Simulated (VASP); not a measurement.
Set up this calculation in VASP 6.6.1, as the native input.

* Task: single point
* Functional: PBEsol
* Potentials or basis: VASP PAW PBE potentials, release 64 (Ir)
* Cutoff: 520 eV
* k mesh: 13 × 13 × 1
* Occupations: fermi-dirac, width 0.05 eV
* Spin: no spin polarisation
* Dipole correction: yes
* k mesh for the DOS: 20 × 20 × 1
* Occupations for the DOS: tetrahedron
* Further INCAR settings: ALGO = Normal; EDIFF = 1e-06; NBANDS = 30

Ir, a slab with vacuum:

```
Ir
1.0
     2.70889    0.00000    0.00000
     0.00000    2.70889    0.00000
     0.00000    0.00000   23.66190
Ir
5
Direct
  0.00000 0.00000 0.33810
  0.50000 0.50000 0.41905
  0.00000 0.00000 0.50000
  0.50000 0.50000 0.58095
  0.00000 0.00000 0.66190
```

These files were run (other wordings do the same):

POSCAR

```
Ir
1.0
    2.7088887785      0.0000000000      0.0000000000
    0.0000000000      2.7088887785      0.0000000000
    0.0000000000      0.0000000000     23.6619000000
Ir
5
Direct
    0.0000000000      0.0000000000      0.3380963809
    0.5000000000      0.5000000000      0.4190481902
    0.0000000000      0.0000000000      0.5000000000
    0.5000000000      0.5000000000      0.5809518098
    0.0000000000      0.0000000000      0.6619036191
```

INCAR.step1

```
ALGO = Normal ; DIPOL = 0.5 0.5 0.500
EDIFF = 1E-6 ; ENCUT = 520
GGA = PS ; IDIPOL = 3
ISIF = 2 ; ISMEAR = -1
LASPH = T ; LCHARG = T
LDIPOL = T ; LMAXMIX = 4
LREAL = F ; LWAVE = F
NBANDS = 30 ; NELM = 80
PREC = Accurate ; SIGMA = 0.05
```

KPOINTS.step1

```
k-points
0
Gamma
  13 13 1
```

INCAR.step2

```
ALGO = Normal ; DIPOL = 0.5 0.5 0.500
EDIFF = 1E-6 ; ENCUT = 520
GGA = PS ; ICHARG = 11
IDIPOL = 3 ; ISIF = 2
ISMEAR = -5 ; LASPH = T
LCHARG = F ; LDIPOL = T
LMAXMIX = 4 ; LORBIT = 11
LREAL = F ; LWAVE = F
NBANDS = 30 ; NEDOS = 2001
NELM = 80 ; PREC = Accurate
SIGMA = 0.05
```

KPOINTS.step2

```
k-points
0
Gamma
  20 20 1
```

Potentials or basis: VASP PAW PBE potentials, release 64 (Ir).

Command:

```console
$ cat potpaw_PBE.64/Ir/POTCAR > POTCAR
$ cp INCAR.step1 INCAR
$ cp KPOINTS.step1 KPOINTS
$ mpirun -np 1 vasp_std > vasp.out
$ cp INCAR.step2 INCAR
$ cp KPOINTS.step2 KPOINTS
$ mpirun -np 1 vasp_std > vasp.out
```

Results of the run:

| Property | Result |
| --- | --- |
| Valence electrons inside the program's atomic spheres | Ir 8.08, 8.36, 8.41 (each value once) |

Wall time 3.4 min on 1 thread of Intel(R) Xeon(R) 6975P-C (Granite Rapids) (shared host), peak memory 0.4 GiB.
